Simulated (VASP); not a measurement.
# Rh (P6/mmm) in VASP: further runs, part 2 of 2

VASP 6.6.1. Earlier steps stand in the parts before.

### Step 3. Single point, PBE (volume scaled by 0.68)

The input, INCAR:

```
SYSTEM = Rh
ALGO = Normal ; EDIFF = 1E-7
ENCUT = 520 ; GGA = PE
ISIF = 2 ; ISMEAR = -1
LASPH = .TRUE. ; LCHARG = .FALSE.
LREAL = .FALSE. ; LWAVE = .FALSE.
NBANDS = 30 ; NELM = 80
PREC = Accurate ; SIGMA = 0.08
```

The input, KPOINTS:

```
k-points
0
G
  8 8 11
  0 0 0
```

The input, POSCAR:

```
Rh
1.0
    3.8352430472      0.0000000000      0.0000000000
   -1.9176215236      3.3214179085      0.0000000000
    0.0000000000      0.0000000000      2.3148270725
Rh
3
Direct
    0.0000000000      0.0000000000      0.0000000000
    0.3333333333      0.6666666667      0.5000000000
    0.6666666667      0.3333333333      0.5000000000
```

Potentials or basis: VASP PAW PBE potentials, release 64 (Rh_pv).

Run with:

```sh
> cat potpaw_PBE.64/Rh_pv/POTCAR > POTCAR
> mpirun -np 1 vasp_std > vasp.out
```

Run time: 45 s. Hardware: 1 thread of Intel Xeon Platinum 8259CL at 2.50GHz (Skylake/Cascade Lake), shared host; peak memory 0.16 GiB.

It converged, with:

```yaml
Free_energy: -13.9587 eV
Pressure: 242.3 GPa
```

Stress tensor (GPa, compression positive):
```
242.42   0.00   0.00
  0.00 242.42   0.00
  0.00   0.00 242.06
```

Levels at points of the mesh, in eV from the Fermi level:
```csv
k point,band 19,band 20,band 21,band 22,band 23,band 24,band 25,band 26,band 27,band 28
"(0.00, 0.00, 0.00)",-4.35,-2.79,-2.79,-2.69,-2.69,1.46,1.46,11.15,11.15,11.53
"(0.50, 0.00, 0.00)",-2.38,-2.31,-0.36,0.23,0.26,0.29,0.48,1.12,1.49,13.64
```

### Step 4. Single point, PBE (volume scaled by 0.78)

The input, INCAR:

```
ALGO = Normal
EDIFF = 1E-6
ENCUT = 520
GGA = PE
ISIF = 2
ISMEAR = -1
LASPH = T
LCHARG = F
LREAL = F
LWAVE = F
NBANDS = 30
NELM = 80
PREC = Accurate
SIGMA = 0.08
```

The input, KPOINTS:

```
k-points
0
Gamma
  8 8 11
```

The input, POSCAR:

```
Rh
1.0
    4.0092286748      0.0000000000      0.0000000000
   -2.0046143374      3.4720938819      0.0000000000
    0.0000000000      0.0000000000      2.4297879265
Rh
3
Direct
    0.0000000000      0.0000000000      0.0000000000
    0.3333333333      0.6666666667      0.5000000000
    0.6666666667      0.3333333333      0.5000000000
```

Potentials or basis: VASP PAW PBE potentials, release 64 (Rh_pv).

Run with:

```sh
> cat potpaw_PBE.64/Rh_pv/POTCAR > POTCAR
> mpirun -np 1 vasp_std > vasp.out
```

OUTCAR:

```text
EDIFF = 1E-6
   ENCUT = 520
   GGA = PE
   ISIF = 2
   ISMEAR = -1
   LASPH = T
   LREAL = F
   NELM = 80
   PREC = Accurate

 ion  position               nearest neighbor table
   1  0.000  0.000  0.000-   2 2.61   3 2.61   2 2.61   3 2.61   2 2.61   2 2.61   3 2.61   3 2.61
                             3 2.61   3 2.61   2 2.61   2 2.61
   2  0.333  0.667  0.500-   3 2.31   3 2.31   3 2.31   1 2.61   1 2.61   1 2.61   1 2.61   1 2.61
                             1 2.61   3 3.36   3 3.36   3 3.36   3 3.36   3 3.36   3 3.36
   3  0.667  0.333  0.500-   2 2.31   2 2.31   2 2.31   1 2.61   1 2.61   1 2.61   1 2.61   1 2.61
                             1 2.61   2 3.36   2 3.36   2 3.36   2 3.36   2 3.36   2 3.36

  LATTYP: Found a hexagonal cell.
 ALAT       =     4.0092286748
 C/A-ratio  =     0.6060487250

  Lattice vectors:

 A1 = (   4.0092286748,   0.0000000000,   0.0000000000)
 A2 = (  -2.0046143374,   3.4720938819,   0.0000000000)
 A3 = (   0.0000000000,   0.0000000000,   2.4297879265)

Analysis of symmetry for initial positions (statically):
=====================================================================
 Subroutine PRICEL returns:
 Original cell was already a primitive cell.

[... 166 lines left out ...]
  ---------------------------------------------------
  free energy    TOTEN  =       -18.55839044 eV

  energy without entropy =      -18.47347806  energy(sigma->0) =      -18.51593425

 E-fermi :  15.9933     XC(G=0): -15.3297

 val. band max:       15.9879590376   @ k =   0.3750   0.2500   0.2727
 cond. band min:      15.9965841210   @ k =   0.3750  -0.0000   0.1818
 fundamental gap:      0.0086250835
 Fermi energy:        15.9932973170

 k-point     1 :       0.0000    0.0000    0.0000
  band No.  band energies     occupation
      1     -32.0720      2.00000
      2     -32.0720      2.00000
      3     -31.4900      2.00000
      4     -31.4900      2.00000
      5     -30.9952      2.00000
      6     -30.7105      2.00000
[... 781 lines left out ...]
     29      31.9765      0.00000
     30      32.3954      0.00000

 [... further k-points ...]
[... 5 lines left out ...]
  --------------------------------------------------------------------------------------
  -------------------------------------------------------------------------------------
  Total       23.5445853     23.5445853     23.5050003      0.0000000      0.0000000      0.0000000
  in kB     1115.2724408   1115.2724407   1113.3973588      0.0000000      0.0000000      0.0000000
  external PRESSURE =    1114.6474134 kB  Pullay stress =       0.0000000 kB

 VOLUME and BASIS-vectors are now :
 -----------------------------------------------------------------------------
  energy-cutoff  :      520.00
  volume of cell :       33.82
      direct lattice vectors                 reciprocal lattice vectors
     4.009228675  0.000000000  0.000000000     0.249424536  0.144005323  0.000000000
    -2.004614337  3.472093882  0.000000000     0.000000000  0.288010645  0.000000000
     0.000000000  0.000000000  2.429787926     0.000000000  0.000000000  0.411558552

 POSITION                                       TOTAL-FORCE (eV/Angst)
 -----------------------------------------------------------------------------------
      0.00000      0.00000      0.00000         0.000000      0.000000      0.000000
     -0.00000      2.31473      1.21489         0.000000     -0.000000      0.000000
      2.00461      1.15736      1.21489        -0.000000     -0.000000      0.000000
 -----------------------------------------------------------------------------------
    total drift:                               -0.000000      0.000000      0.000000

  FREE ENERGIE OF THE ION-ELECTRON SYSTEM (eV)
  ---------------------------------------------------
  free  energy   TOTEN  =       -18.5583904372 eV

  energy  without entropy=      -18.4734780567  energy(sigma->0) =      -18.51593425
```

stdout:

```text
POSCAR found type information on POSCAR Rh
 POSCAR found :  1 types and       3 ions
 scaLAPACK will be used
 LDA part: xc-table for (Slater+PW92), standard interpolation
 POSCAR, INCAR and KPOINTS ok, starting setup
 FFT: planning ... GRIDC
 FFT: planning ... GRID_SOFT
 FFT: planning ... GRID
 WAVECAR not read
 entering main loop
```

It took 46 s on 1 thread of Intel Xeon Platinum 8259CL at 2.50GHz (Skylake/Cascade Lake), shared host; peak memory 0.17 GiB.

Results:

```
Free energy : -18.5584 eV
Pressure    : 111.5 GPa
```

Levels at points of the mesh, in eV from the Fermi level:
| k point | band 21 | band 22 | band 23 | band 24 | band 25 | band 26 |
| --- | --- | --- | --- | --- | --- | --- |
| (0.00, 0.00, 0.00) | -2.26 | -2.17 | -2.17 | 1.14 | 1.14 | 10.02 |
| (0.50, 0.00, 0.00) | -0.33 | 0.16 | 0.19 | 0.22 | 0.45 | 1.01 |

### Step 5. Single point, PBE (volume scaled by 0.78)

The input, INCAR:

```
SYSTEM = Rh
  PREC = Accurate
  ENCUT = 520
  EDIFF = 1E-6
  ISMEAR = -1
  SIGMA = 0.08
  LREAL = .FALSE.
  LASPH = .TRUE.
  NELM = 80
  ALGO = Normal
  ISIF = 2
  LWAVE = .FALSE.
  LCHARG = .TRUE.
  GGA = PE
  LELF = .TRUE.
  LVHAR = .TRUE.
  NBANDS = 30
```

The input, KPOINTS:

```
regular mesh
0
G
  8 8 11
  0 0 0
```

POSCAR is that of step 4.

Run with:

```sh
> cat potpaw_PBE.64/Rh_pv/POTCAR > POTCAR
> mpirun -np 1 vasp_std > vasp.out
```

Run time: 50 s. Hardware: 1 thread of Intel Xeon Platinum 8259CL at 2.50GHz (Skylake/Cascade Lake), shared host; peak memory 0.17 GiB.

The run converged. Its results:

```
Free energy : -18.5584 eV
Pressure    : 111.5 GPa
```

Stress tensor (GPa, compression positive):
```
111.53   0.00   0.00
  0.00 111.53   0.00
  0.00   0.00 111.34
```

Levels at points of the mesh, in eV from the Fermi level:
```
           k point  band 20  band 21  band 22  band 23  band 24  band 25  band 26  band 27
(0.00, 0.00, 0.00)    -2.26    -2.26    -2.17    -2.17     1.14     1.14    10.02    10.02
(0.50, 0.00, 0.00)    -1.88    -0.33     0.16     0.19     0.22     0.45     1.01     1.19
```
